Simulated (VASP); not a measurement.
A run of VASP 6.6.1:

File INCAR:

```
SYSTEM = H3C2N
PREC = Accurate ; ENCUT = 520
EDIFF = 1E-6 ; ISMEAR = -1
SIGMA = 0.05 ; LREAL = Auto
LASPH = .TRUE. ; NELM = 60
ALGO = Normal ; ISIF = 2
LWAVE = .FALSE. ; LCHARG = .FALSE.
GGA = PE ; NBANDS = 72
```

The input KPOINTS:

```
Automatic mesh
0
G
  1 1 1
  0 0 0
```

Contents of POSCAR:

```
H3C2N
1.0
    8.0517480000      0.0000000000      0.0000000000
    0.0000000000      8.0517480000      0.0000000000
    0.0000000000      0.0000000000      8.0517480000
C N H
12 6 18
Direct
    0.6761637349      0.2362344177      0.9081630473
    0.8037385174      0.2966188212      0.8031175342
    0.5227063738      0.3758562737      0.3745522090
    0.5140250291      0.2095197217      0.4452697725
    0.1483528794      0.8657995754      0.4486975996
    0.0377930357      0.9021767696      0.5835999835
    0.0917688929      0.6275407526      0.9797375675
    0.2626262024      0.5881083213      0.9578789599
    0.2873910112      0.0485857232     -0.0874716894
    0.1963921375      0.1198249126      0.0404384241
    0.6784241136      0.6914895995      0.6075575142
    0.7461112792      0.6945324171      0.4367126244
    0.9043998893      0.3469681366      0.7093242362
    0.5108580149      0.0876579843      0.5189432158
   -0.0442140017      0.9336730360      0.6976124936
    0.3980377925      0.5322943540      0.9417458172
    0.1179619630      0.1730555899      0.1478312535
    0.8073153805      0.6732451140      0.3058217917
    0.5743473343      0.3229485076      0.9069955990
    0.6287702993      0.1075542851      0.8797592771
    0.7473408259      0.2178533158      1.0274539144
    0.6239266306      0.4377434565      0.4342535310
    0.5336977759      0.3739933242      0.2383705998
    0.4014407803      0.4459031753      0.3913435940
    0.1001397461      0.9097403446      0.3320645405
    0.2695563746      0.9285064560      0.4515044435
    0.1604744709      0.7271464532      0.4256839633
    0.0110535004      0.5600647213      0.8915206984
    0.0631664081      0.5898470742      1.0982211564
    0.0540131162      0.7651133642      0.9655667316
    0.3034620557      0.1289161062     -0.1945788666
    0.4132394605      0.0353836210     -0.0431459107
    0.2546279392     -0.0798460160     -0.1162356298
    0.7797809867      0.6555967723      0.6867577078
    0.6591487960      0.8196977849      0.6326328146
    0.5880959017      0.5952993064      0.6485175641
```

Potentials or basis: VASP PAW PBE potentials, release 64 (C, N, H).

Launch:

```sh
$ cat potpaw_PBE.64/C/POTCAR potpaw_PBE.64/N/POTCAR potpaw_PBE.64/H/POTCAR > POTCAR
$ mpirun -np 1 vasp_gam > vasp.out
```

Hardware: 1 thread of Intel(R) Xeon(R) Platinum 8259CL CPU @ 2.50GHz (Skylake/Cascade Lake) (shared host).

Question: How long does it take, and how much memory?

Answer: Wall time 70 s on 1 thread of Intel(R) Xeon(R) Platinum 8259CL CPU @ 2.50GHz (Skylake/Cascade Lake) (shared host), peak memory 0.47 GiB. Counts: scf iterations 17, k points 1.
